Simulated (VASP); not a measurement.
Sb: single point with LDA

Sb:

```
Sb
1.0
     3.41333    0.00000    0.00000
    -1.70667    2.95603    0.00000
     0.00000    0.00000    5.40014
Sb
2
Direct
  0.33333 0.66667 0.25000
  0.66667 0.33333 0.75000
```

This cell differs from its parent crystal: functional lda, volume scaled by 1.04.

```json
{"Program": "VASP 6.6.1", "Task": "single point", "Functional": "LDA", "Potentials or basis": "VASP PAW LDA potentials, release 64 (Sb)", "Cutoff": "500 eV", "k mesh": "12 × 12 × 7", "Occupations": "fermi-dirac, width 0.05 eV", "Spin": "no spin polarisation", "Dipole correction": "no", "Further INCAR settings": "ALGO = Normal; EDIFF = 1e-06; NBANDS = 12"}
```

```json
{"Pressure": "-3.7 GPa", "Band gap on the k mesh": "zero (band 5 reaches 12.01 eV, above the bottom of band 6 at 5.49 eV)"}
```

Stress tensor (GPa, compression positive):
```
-3.29  0.00  0.00
 0.00 -3.29  0.00
 0.00  0.00 -4.50
```

Levels at points of the mesh, in eV from the Fermi level:
```tsv
k point	band 2	band 3	band 4	band 5	band 6	band 7	band 8	band 9
(0.00, 0.00, 0.00)	-8.92	-5.69	3.09	3.09	4.78	4.78	5.61	7.20
(0.50, 0.00, 0.00)	-8.18	-4.19	-2.82	-2.30	-0.13	0.08	3.52	4.27
```

It took 24 s on 1 thread of Intel Xeon 6975P-C (shared host), peak memory 0.18 GiB.

Caveat: spin-orbit coupling is left out, which moves the levels of the heavy elements.
